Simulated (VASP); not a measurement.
A run of VASP 6.6.1 is set up as follows.

The input INCAR:

```
SYSTEM = InWSe3
  PREC = Accurate
  ENCUT = 600
  EDIFF = 1E-7
  ISMEAR = 0
  SIGMA = 0.1
  LREAL = .False.
  LASPH = .True.
  NELM = 80
  ALGO = Fast
  ISIF = 3
  LWAVE = .False.
  LCHARG = .False.
  GGA = PE
  IBRION = 2
  NSW = 100
  EDIFFG = -0.01
```

Contents of KPOINTS:

```
regular mesh
0
Gamma
  6 6 8
  0 0 0
```

Contents of POSCAR:

```
InWSe3
1.0
    7.1916717326      0.0000000000      0.0000000000
   -3.5958358663      6.2281704161      0.0000000000
    0.0000000000      0.0000000000      5.7210705748
In W Se
2 2 6
Direct
    0.3333333333      0.6666666667      0.7500000000
    0.6666666667      0.3333333333      0.2500000000
    0.0000000000      0.0000000000      0.0000000000
    0.0000000000      0.0000000000      0.5000000000
    0.1702088212      0.8297911788      0.2500000000
    0.3404176424      0.1702088212      0.7500000000
    0.1702088212      0.3404176424      0.2500000000
    0.8297911788      0.1702088212      0.7500000000
    0.6595823576      0.8297911788      0.2500000000
    0.8297911788      0.6595823576      0.7500000000
```

Potentials or basis: VASP PAW PBE potentials, release 64 (In_d, W_sv, Se).

The run is started by

```sh
$ cat potpaw_PBE.64/In_d/POTCAR potpaw_PBE.64/W_sv/POTCAR potpaw_PBE.64/Se/POTCAR > POTCAR
$ mpirun -np 1 vasp_std > vasp.out
```

**Question.** What does it give for the space group after relaxing (to 0.1 Å)?

**Answer.** P6_3/mmc (No. 194).

**Question.** Estimate the relaxed cell.

**Answer.** a = 7.166 Å, b = 7.166 Å, c = 5.729 Å, α = 90.00°, β = 90.00°, γ = 120.00°.

The path:
```csv
step,energy change (eV),largest force (eV/Å),pressure (GPa),volume (Å³)
1,0.0000,0.0794,0.14,256.25
2,-0.0005,0.0198,-0.30,257.08
3,-0.0009,0.0187,-0.12,256.76
4,-0.0015,0.0177,-0.08,256.29
5,-0.0021,0.0164,-0.03,255.69
6,-0.0020,0.0135,0.07,254.49
7,-0.0022,0.0156,-0.01,255.22
8,-0.0022,0.0151,0.01,255.06
9,-0.0022,0.0153,0.01,255.12
10,-0.0024,0.0055,-0.04,254.98
11,-0.0024,0.0060,-0.04,254.97
12,-0.0023,0.0058,0.07,254.53
13,-0.0024,0.0004,0.00,254.77
```
